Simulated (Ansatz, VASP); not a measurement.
# Si in VASP and in Ansatz

INCAR

```
SYSTEM = Si
PREC = Accurate
ENCUT = 520
EDIFF = 1E-6
ISMEAR = 0
SIGMA = 0.05
LREAL = .False.
LASPH = .True.
NELM = 60
ALGO = Normal
ISIF = 2
LWAVE = .False.
LCHARG = .False.
GGA = PE
NBANDS = 16
```

The input KPOINTS:

```
regular mesh
0
Gamma
  12 12 6
  0 0 0
```

The input POSCAR:

```
Si
1.0
    3.9202120069      0.0000000000      0.0000000000
   -1.9601060035      3.3950031862      0.0000000000
    0.0000000000      0.0000000000      6.1421881724
Si
4
Direct
    0.3333333333      0.6666666667      0.0582185610
    0.6666666667      0.3333333333      0.5582185610
    0.3333333333      0.6666666667      0.4417814390
    0.6666666667      0.3333333333      0.9417814390
```

Input for Ansatz:

```yaml
crystal:
  lattice:
    - [3.9202120069, 0.0, 0.0]
    - [-1.9601060035, 3.3950031862, 0.0]
    - [0.0, 0.0, 6.1421881724]
  atoms:
    - { symbol: Si, position: [0.3333333333, 0.6666666667, 0.058218561] }
    - { symbol: Si, position: [0.6666666667, 0.3333333333, 0.558218561] }
    - { symbol: Si, position: [0.3333333333, 0.6666666667, 0.441781439] }
    - { symbol: Si, position: [0.6666666667, 0.3333333333, 0.941781439] }
basis:
  ecutwfc: 420
kpoints:
  mp_grid: { grid: [12, 12, 6] }
hamiltonian:
  xc: pbe
  pseudopotentials: { kind: paw, azcp: { folder: soft_1 } }
scf:
  occupations: { method: gaussian, width: 0.05 }
output:
  forces: true
  stress: true
  eigenvalues: true
```

Alike in both runs: task single point; functional PBE; k mesh 12 × 12 × 6; occupations gaussian, width 0.05 eV; no spin polarisation.

```csv
,VASP,Ansatz
version,VASP 6.6.1,Ansatz 0.2.0
potentials or method,"VASP PAW PBE potentials, release 64 (Si), cutoff 520 eV","scalar-relativistic, plane waves, PAW"
valence electrons in the cell,16,16
```

```csv
,VASP,Ansatz,Ansatz less VASP
gap on the k mesh at the Fermi level (eV),0.13,0.13,+0.001
least direct gap on the mesh (eV),0.30,0.30,-0.001
pressure (GPa),0.0,0.1,+0.06
"traceless stress, the component that is largest in VASP (GPa)",5.41,5.39,-0.022
rms of the force components (eV/Å),0.103,0.102,-0.0008
```

Atom by atom the forces differ by 0.001 eV/Å (rms over components).
